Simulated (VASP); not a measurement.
# PtSe2 (P-3m1) in VASP: a series of runs

The runs below take PtSe2 through single point, relaxation of cell and atoms, with PBE+D3(BJ).

Everything below comes from runs of VASP 6.6.1. Logs are shortened: lines on timing, memory, paths and dates and some standing lists are left out, and cuts for length are marked.

### 1 The cell of the first run

Symmetry: P-3m1, No. 164, trigonal system. Conventional cell: a = 3.773 Å, b = 3.773 Å, c = 4.817 Å, α = 90.00°, β = 90.00°, γ = 120.00°. Pt (site symmetry -3m) has 6 Se at 2.53 Å within 3.3 Å. Within 3.4 Å of Se (site symmetry 3m) lie 3 Pt at 2.53 Å and 6 Se at 3.14 to 3.36 Å.

### 2 Single point, PBE+D3(BJ)

Contents of INCAR:

```
PREC = Accurate
ENCUT = 520
EDIFF = 1E-6
ISMEAR = 0
SIGMA = 0.05
LREAL = False
LASPH = True
NELM = 60
ALGO = Normal
ISIF = 2
LWAVE = False
LCHARG = False
GGA = PE
IVDW = 12
NBANDS = 18
```

Contents of KPOINTS:

```
Automatic mesh
0
Gamma
  14 14 10
```

Contents of POSCAR:

```
PtSe2
1.0
    3.7726812343      0.0000000000      0.0000000000
   -1.8863406171      3.2672377893      0.0000000000
    0.0000000000      0.0000000000      4.8165108273
Pt Se
1 2
Direct
    0.0000000000      0.0000000000      0.0000000000
    0.3333333333      0.6666666667      0.2655747037
    0.6666666667      0.3333333333      0.7344252963
```

Potentials or basis: VASP PAW PBE potentials, release 64 (Pt, Se).

Run with:

```console
> cat potpaw_PBE.64/Pt/POTCAR potpaw_PBE.64/Se/POTCAR > POTCAR
> mpirun -np 1 vasp_std > vasp.out
```

OUTCAR:

```text
PREC = Accurate
   ENCUT = 520
   EDIFF = 1E-6
   ISMEAR = 0
   LREAL = False
   LASPH = True
   NELM = 60
   ISIF = 2
   GGA = PE
   IVDW = 12
 IVDW          = 12

 ion  position               nearest neighbor table
   1  0.000  0.000  0.000-   2 2.53   3 2.53   2 2.53   3 2.53   3 2.53   2 2.53
   2  0.333  0.667  0.266-   1 2.53   1 2.53   1 2.53
   3  0.667  0.333  0.734-   1 2.53   1 2.53   1 2.53

  LATTYP: Found a hexagonal cell.
 ALAT       =     3.7726812343
 C/A-ratio  =     1.2766810998

  Lattice vectors:

 A1 = (   3.7726812343,   0.0000000000,   0.0000000000)
 A2 = (  -1.8863406171,   3.2672377893,   0.0000000000)
 A3 = (   0.0000000000,   0.0000000000,   4.8165108273)

Analysis of symmetry for initial positions (statically):
=====================================================================
 Subroutine PRICEL returns:
 Original cell was already a primitive cell.

 Routine SETGRP: Setting up the symmetry group for a
 hexagonal supercell.

 Subroutine GETGRP returns: Found 12 space group operations
 (whereof 12 operations were pure point group operations)
 out of a pool of 24 trial point group operations.

The static configuration has the point symmetry D_3d.

Analysis of symmetry for dynamics (positions and initial velocities):
=====================================================================
 Subroutine PRICEL returns:
 Original cell was already a primitive cell.

 Routine SETGRP: Setting up the symmetry group for a
 hexagonal supercell.

 Subroutine GETGRP returns: Found 12 space group operations
 (whereof 12 operations were pure point group operations)
 out of a pool of 24 trial point group operations.

The dynamic configuration has the point symmetry D_3d.

 Subroutine INISYM returns: Found 12 space group operations
 (whereof 12 operations are pure point group operations),
 and found     1 'primitive' translations

----------------------------------------------------------------------------------------

                                     Primitive cell

  volume of cell :      59.3695

  direct lattice vectors                    reciprocal lattice vectors
     3.772681234  0.000000000  0.000000000     0.265063476  0.153034469  0.000000000
    -1.886340617  3.267237789  0.000000000     0.000000000  0.306068938  0.000000000
     0.000000000  0.000000000  4.816510827     0.000000000  0.000000000  0.207619174

  length of vectors
     3.772681234  3.772681234  4.816510827     0.306068938  0.306068938  0.207619174

  position of ions in fractional coordinates (direct lattice)
     0.000000000  0.000000000  0.000000000
     0.333333333  0.666666667  0.265574704
     0.666666667  0.333333333  0.734425296

  ion indices of the primitive-cell ions
   primitive index   ion index
                 1           1
                 2           2
                 3           3

----------------------------------------------------------------------------------------

 KPOINTS: Automatic mesh

Automatic generation of k-mesh.
 Grid dimensions read from file:
 generate k-points for:   14   14   10

 Generating k-lattice:

  Cartesian coordinates                     Fractional coordinates (reciprocal lattice)
     0.018933105  0.010931033  0.000000000     0.071428571  0.000000000  0.000000000
     0.000000000  0.021862067  0.000000000     0.000000000  0.071428571  0.000000000
     0.000000000  0.000000000  0.020761917     0.000000000  0.000000000  0.100000000

  Length of vectors
     0.021862067  0.021862067  0.020761917

  Shift w.r.t. Gamma in fractional coordinates (k-lattice)
     0.000000000  0.000000000  0.000000000

 Subroutine IBZKPT returns following result:
 ===========================================

 Found    208 irreducible k-points:

 Following reciprocal coordinates:
            Coordinates               Weight
  0.000000  0.000000  0.000000      1.000000
  0.071429  0.000000  0.000000      6.000000
  0.142857  0.000000  0.000000      6.000000
  0.214286  0.000000  0.000000      6.000000
  0.285714  0.000000  0.000000      6.000000
  0.357143 -0.000000  0.000000      6.000000
[... 16 lines left out ...]
  0.285714  0.285714  0.000000      6.000000
  0.357143  0.285714  0.000000      6.000000
 [... further k-points ...]
   k-points           NKPTS =    208   k-points in BZ     NKDIM =    208   number of bands    NBANDS=     18
   number of dos      NEDOS =    301   number of ions     NIONS =      3
   total plane-waves  NPLWV =  28224
   dimension x,y,z NGX =    28 NGY =   28 NGZ =   36
   dimension x,y,z NGXF=    56 NGYF=   56 NGZF=   72
   ions per type =               1   2
   NGX,Y,Z   is equivalent  to a cutoff of  12.34, 12.34, 12.43 a.u.
   NGXF,Y,Z  is equivalent  to a cutoff of  24.68, 24.68, 24.85 a.u.
 SYSTEM =  unknown system
   PREC   = accura    normal or accurate (medium, high low for compatibility)
   ISTART =      0    job   : 0-new  1-cont  2-samecut
   ICHARG =      2    charge: 1-file 2-atom 10-const
   ISPIN  =      1    spin polarized calculation?
   LNONCOLLINEAR =      F non collinear calculations
   LSORBIT =      F    spin-orbit coupling
   LASPH  =      T    aspherical Exc in radial PAW
   ENCUT  =  520.0 eV  38.22 Ry    6.18 a.u.   7.01  7.01  8.96*2*pi/ulx,y,z
   NELM   =     60;   NELMIN=  2; NELMDL= -5     # of ELM steps
   EDIFF  = 0.1E-05   stopping-criterion for ELM
   LREAL  =      F    real-space projection
[... 7 lines left out ...]
   TEBEG  =    0.0;   TEEND  =   0.0 temperature during run
   PSTRESS=    0.0 pullay stress
   NELECT =      22.0000    total number of electrons
   NUPDOWN=      -1.0000    fix difference up-down
   EMIN   =  10.00;   EMAX   =-10.00  energy-range for DOS
   EFERMI =   0.00;   METHOD = LEGACY
   ISMEAR =     0;   SIGMA  =   0.05  broadening in eV -4-tet -1-fermi 0-gaus
   EFERMI_NEDOS =   21; number of points for ismear=-14 and -15
   IALGO  =     38    algorithm
   IMIX   =      4    mixing-type and parameters
     AMIX     =   0.40;   BMIX     =  1.00
     AMIX_MAG =   1.60;   BMIX_MAG =  1.00
  volume/ion in A,a.u.               =      19.79       133.55
  Fermi-wavevector in a.u.,A,eV,Ry     =   1.175875  2.222082 18.812540  1.382683
  Thomas-Fermi vector in A             =   2.312249
   LORBIT       =      0    0 simple, 1 ext, 2 COOP (PROOUT), +10 PAW based schemes
   GGA     = PE    functional components
   LHFCALC =     F    Hartree Fock is set to
   AEXX    =    0.0000 exact exchange contribution
   IVDW    =    12    specifies the selected vdW correction
   LEPSILON=     F    determine dielectric tensor
   LRPA    =     F    only Hartree local field effects (RPA)
 non-spin polarized calculation
 Gauss-broadening in eV      SIGMA  =   0.05
  energy-cutoff  :      520.00
  volume of cell :       59.37
 maximum number of plane-waves:      1620
   NGX = 13   NGY = 13   NGZ = 17

 number of electron      21.9999997 magnetization

 Free energy of the ion-electron system (eV)
  ---------------------------------------------------
  ext. energy  EPLUGINS =         0.00000000
  ---------------------------------------------------
  free energy    TOTEN  =       -14.19603208 eV

  energy without entropy =      -14.19521034  energy(sigma->0) =      -14.19562121

 E-fermi :   6.7160     XC(G=0): -10.8275

 val. band max:        6.7088705560   @ k =  -0.2143  -0.4286   0.1000
 cond. band min:       6.7524260031   @ k =  -0.0714   0.3571   0.3000
 fundamental gap:      0.0435554471
 Fermi energy:         6.7159638971

 k-point     1 :       0.0000    0.0000    0.0000
  band No.  band energies     occupation
      1      -8.9516      2.00000
      2      -5.8448      2.00000
      3      -0.3945      2.00000
      4       0.4892      2.00000
      5       0.4892      2.00000
      6       2.9301      2.00000
[... 10 lines left out ...]
     17      13.9892      0.00000
     18      18.4709      0.00000

 k-point     2 :       0.0714    0.0000    0.0000
  band No.  band energies     occupation
      1      -8.8966      2.00000
      2      -5.8779      2.00000
      3      -0.3252      2.00000
      4       0.5254      2.00000
      5       0.5444      2.00000
      6       2.8581      2.00000
[... 10 lines left out ...]
     17      14.1566      0.00000
     18      17.5040      0.00000

 k-point     3 :       0.1429    0.0000    0.0000
  band No.  band energies     occupation
      1      -8.7351      2.00000
      2      -5.9714      2.00000
      3      -0.1237      2.00000
      4       0.6291      2.00000
      5       0.7034      2.00000
      6       2.5870      2.00000
[... 10 lines left out ...]
     17      14.5942      0.00000
     18      16.2492      0.00000

 k-point     4 :       0.2143    0.0000    0.0000
  band No.  band energies     occupation
      1      -8.4789      2.00000
      2      -6.1118      2.00000
      3       0.1865      2.00000
      4       0.7840      2.00000
      5       0.9393      2.00000
      6       2.0207      2.00000
[... 375 lines left out ...]
      4       0.8504      2.00000
      5       1.1895      2.00000
      6       1.9150      2.00000
[... 10 lines left out ...]
     17      15.5896      0.00000
     18      16.9154      0.00000

 k-point    23 :       0.2857    0.2857    0.0000
  band No.  band energies     occupation
      1      -7.1341      2.00000
      2      -6.7584      2.00000
      3      -0.1049      2.00000
      4       0.8300      2.00000
      5       0.9124      2.00000
      6       2.0960      2.00000
[... 10 lines left out ...]
     17      15.6864      0.00000
     18      16.7589      0.00000

 k-point    24 :       0.3571    0.2857    0.0000
  band No.  band energies     occupation
      1      -6.9797      2.00000
      2      -6.8621      2.00000
      3      -0.1983      2.00000
      4       0.7830      2.00000
      5       0.8626      2.00000
      6       2.0989      2.00000
[... 10 lines left out ...]
     17      15.2824      0.00000
     18      17.2205      0.00000

 [... further k-points ...]

------------------------ aborting loop because EDIFF is reached ----------------------------------------

 Edisp (eV)   -1.47108

 E8    (eV) :    -0.6321

  FORCE on cell =-STRESS in cart. coord.  units (eV):
  Direction    XX          YY          ZZ          XY          YZ          ZX
  --------------------------------------------------------------------------------------
  -------------------------------------------------------------------------------------
  Total      -0.00662    -0.00662    -0.01299    -0.00000     0.00000    -0.00000
  in kB      -0.17860    -0.17860    -0.35060    -0.00000     0.00000    -0.00000
  external pressure =       -0.24 kB  Pullay stress =        0.00 kB

 VOLUME and BASIS-vectors are now :
 -----------------------------------------------------------------------------
  energy-cutoff  :      520.00
  volume of cell :       59.37
      direct lattice vectors                 reciprocal lattice vectors
     3.772681234  0.000000000  0.000000000     0.265063476  0.153034469  0.000000000
    -1.886340617  3.267237789  0.000000000     0.000000000  0.306068938  0.000000000
     0.000000000  0.000000000  4.816510827     0.000000000  0.000000000  0.207619174

 POSITION                                       TOTAL-FORCE (eV/Angst)
 -----------------------------------------------------------------------------------
      0.00000      0.00000      0.00000         0.000000      0.000000      0.000000
     -0.00000      2.17816      1.27914        -0.000000      0.000000      0.006102
      1.88634      1.08908      3.53737        -0.000000      0.000000     -0.006102
 -----------------------------------------------------------------------------------
    total drift:                               -0.000000      0.000000      0.000000

  FREE ENERGIE OF THE ION-ELECTRON SYSTEM (eV)
  ---------------------------------------------------
  free  energy   TOTEN  =       -15.6671112610 eV

  energy  without entropy=      -15.6662895211  energy(sigma->0) =      -15.66670039
```

Wall time 2.6 min (1 thread of AMD EPYC 7R13 (Zen 3), shared host); peak memory 0.33 GiB.

What came out:

```yaml
Free_energy: -15.6671 eV
Pressure: 0.0 GPa
Largest_force: 0.006 eV/Å
Band_gap_on_the_k_mesh: zero (bands 11 and 12 overlap by 0.94 eV)
Dispersion_energy_per_atom: -0.490 eV
```

Forces in eV/Å, atoms in the order of the input:
```
Pt   0.000  0.000  0.000
Se   0.000  0.000  0.006
Se   0.000  0.000 -0.006
```

Caveat: spin-orbit coupling is left out, which moves the levels of the heavy elements.

### 3 Relaxation of cell and atoms, PBE+D3(BJ)

This run uses another cell than the first one, of 20.27 Å³/atom.

Contents of INCAR:

```
SYSTEM = PtSe2
PREC     = Accurate       ! precision mode
ENCUT    = 600            ! plane-wave cutoff, eV
EDIFF    = 1E-7           ! SCF threshold, eV
ISMEAR   = 0              ! smearing method
SIGMA    = 0.05           ! smearing width, eV
LREAL    = .FALSE.        ! projectors in reciprocal space
LASPH    = .TRUE.         ! aspherical terms in the spheres
NELM     = 80             ! most SCF steps
ALGO     = Normal         ! electronic algorithm
ISIF     = 3              ! what is computed and relaxed
LWAVE    = .FALSE.        ! write WAVECAR
LCHARG   = .FALSE.        ! write CHGCAR
GGA      = PE             ! functional
IVDW     = 12             ! dispersion correction
IBRION   = 2              ! ionic algorithm
NSW      = 80             ! ionic steps
EDIFFG   = -0.001         ! ionic threshold
```

Contents of KPOINTS:

```
Automatic mesh
0
G
  14 14 10
  0 0 0
```

Contents of POSCAR:

```
PtSe2
1.0
    3.7240000000      0.0000000000      0.0000000000
   -1.8620000000      3.2250786037      0.0000000000
    0.0000000000      0.0000000000      5.0620000000
Pt Se
1 2
Direct
    0.0000000000      0.0000000000      0.0000000000
    0.3333333333      0.6666666667      0.2500000000
    0.6666666667      0.3333333333      0.7500000000
```

Potentials or basis: VASP PAW PBE potentials, release 64 (Pt, Se).

Run with:

```console
> cat potpaw_PBE.64/Pt/POTCAR potpaw_PBE.64/Se/POTCAR > POTCAR
> mpirun -np 1 vasp_std > vasp.out
```

Wall time 37 min (1 thread of AMD EPYC 7R13 (Zen 3), shared host); peak memory 0.38 GiB.

It converged, with:

```yaml
Free_energy: -15.6674 eV
Relaxed_volume: 19.78 Å³/atom
Relaxed_cell: a = 3.773 Å, b = 3.773 Å, c = 4.815 Å, α = 90.00°, β = 90.00°, γ = 120.00°
Space_group_after_relaxing_to_0.1_Å: P-3m1 (No. 164)
Energy_gained_by_relaxing: 16.6 meV/atom
Ionic_steps: 24
Pressure_after_relaxing: 0.0 GPa
Band_gap_on_the_k_mesh: zero (bands 11 and 12 overlap by 0.94 eV)
Dispersion_energy_per_atom: -0.491 eV
```

Step by step:
```
step  energy change (eV)  largest force (eV/Å)  pressure (GPa)  volume (Å³)
   1              0.0000                0.6001            3.48        60.80
   2              0.0317                0.4009           -5.83        64.75
   3             -0.0236                0.1727           -0.56        62.30
   4             -0.0236                0.1806           -0.48        62.27
   5             -0.0285                0.1554           -0.42        61.91
   6             -0.0401                0.0753           -0.14        60.83
   7             -0.0448                0.1001            0.80        58.68
   8             -0.0465                0.0247            0.40        59.50
   9             -0.0470                0.1542           -1.26        59.77
  10             -0.0484                0.0957           -0.52        59.65
  11             -0.0494                0.0281            0.26        59.05
  12             -0.0498                0.0154           -0.02        59.26
  13             -0.0498                0.0169           -0.03        59.27
  14             -0.0498                0.0050            0.08        59.27
  15             -0.0498                0.0075            0.05        59.27
  16             -0.0498                0.0043            0.00        59.33
  17             -0.0498                0.0024           -0.04        59.37
  18             -0.0498                0.0039           -0.01        59.34
  19             -0.0498                0.0028            0.03        59.33
  20             -0.0498                0.0013            0.02        59.33
  21             -0.0498                0.0005            0.01        59.34
  22             -0.0498                0.0006           -0.01        59.35
  23             -0.0498                0.0005            0.00        59.34
  24             -0.0498                0.0007            0.00        59.34
```

Final structure:
```xyz
3
Lattice="3.7726 0.0000 0.0000 -1.8863 3.2672 0.0000 0.0000 0.0000 4.8145" Properties=species:S:1:pos:R:3 pbc="T T T"
Pt    0.0000    0.0000    0.0000
Se    0.0000    2.1781    1.2795
Se    1.8863    1.0891    3.5351
```

Levels at points of the mesh, in eV from the Fermi level:
```tsv
k point	band 7	band 8	band 9	band 10	band 11	band 12	band 13	band 14	band 15
(0.00, 0.00, 0.00)	-3.78	-2.46	-1.00	-1.00	0.79	1.06	1.06	3.36	4.11
(0.50, 0.00, 0.00)	-3.71	-3.69	-3.31	-3.25	-2.91	0.50	2.51	5.04	6.14
(0.00, 0.00, 0.50)	-3.84	-2.90	-1.72	-1.72	-1.70	2.33	2.33	5.00	6.53
(0.50, 0.00, 0.50)	-3.35	-3.34	-3.07	-2.58	-1.09	0.61	1.46	4.93	4.94
```

Caveat: spin-orbit coupling is left out, which moves the levels of the heavy elements.

The gap in the log of VASP goes by the Fermi energy; the results here count the filled bands.